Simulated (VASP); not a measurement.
Crystal: OF2.

```xyz
3
Lattice="0.0000 2.7329 2.7329 2.7329 0.0000 2.7329 2.7329 2.7329 0.0000" Properties=species:S:1:pos:R:3 pbc="T T T"
O     0.0000    0.0000    0.0000
F     4.0994    4.0994    4.0994
F     1.3665    1.3665    1.3665
```

* Program: VASP 6.6.1
* Task: relaxation of cell and atoms
* Functional: PBEsol
* Potentials or basis: VASP PAW PBE potentials, release 64 (O, F)
* Cutoff: 600 eV
* k mesh: 6 × 6 × 6
* Occupations: fermi-dirac, width 0.03 eV
* Spin: no spin polarisation

At the start: pressure -14.4 GPa; volume 13.61 Å³/atom.

Problem. Where does the relaxation end?

Solution. Over 5 steps the energy falls by 264.1 meV/atom and the volume is 9.59 Å³/atom (-29.5 %); space group Fm-3m (No. 225, to 0.1 Å) before and after.

The path:
```csv
step,energy change (eV),largest force (eV/Å),pressure (GPa),volume (Å³)
1,0.0000,0.0000,-14.37,40.82
2,-0.5701,0.0000,-11.34,34.03
3,-0.7859,0.0000,-2.59,29.54
4,-0.7914,0.0000,1.03,28.49
5,-0.7922,0.0000,-0.05,28.78
```

Final structure:
```yaml
crystal:
  lattice:
    - [0.00000, 2.43230, 2.43230]
    - [2.43230, 0.00000, 2.43230]
    - [2.43230, 2.43230, 0.00000]
  atoms:
    - { symbol: O, position: [0.00000, 0.00000, 0.00000] }
    - { symbol: F, position: [0.75000, 0.75000, 0.75000] }
    - { symbol: F, position: [0.25000, 0.25000, 0.25000] }
```

Caveat: the volume moved by over 15 % at a fixed basis, so the end points are rough; the PAW data sets were made with another functional, which shifts forces and pressure a little.
